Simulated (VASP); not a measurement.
A run of VASP 6.6.1 is set up as follows.

INCAR

```
SYSTEM = Si
ALGO = Normal ; EDIFF = 1E-7
ENCUT = 520 ; GGA = PE
ISIF = 2 ; ISMEAR = 0
IVDW = 12 ; LASPH = .TRUE.
LCHARG = .TRUE. ; LELF = .TRUE.
LREAL = .FALSE. ; LVHAR = .TRUE.
LWAVE = .FALSE. ; NBANDS = 11
NELM = 100 ; PREC = Accurate
SIGMA = 0.1
```

KPOINTS

```
k-points
0
G
  18 18 10
  0 0 0
```

POSCAR

```
Si
1.0
    2.6874260490      0.0000000000      0.0000000000
   -1.3437130245      2.3273792292      0.0000000000
    0.0000000000      0.0000000000      4.6018411313
Si
2
Direct
    0.3333333333      0.6666666667      0.2500000000
    0.6666666667      0.3333333333      0.7500000000
```

Potentials or basis: VASP PAW PBE potentials, release 64 (Si).

Launch:

```console
$ cat potpaw_PBE.64/Si/POTCAR > POTCAR
$ mpirun -np 1 vasp_std > vasp.out
```

(1) Estimate the dispersion energy per atom.

(2) Estimate the pressure.

## Answers

(1) -0.431 eV.

(2) -5.1 GPa.

Caveat: the cell stands under tension.
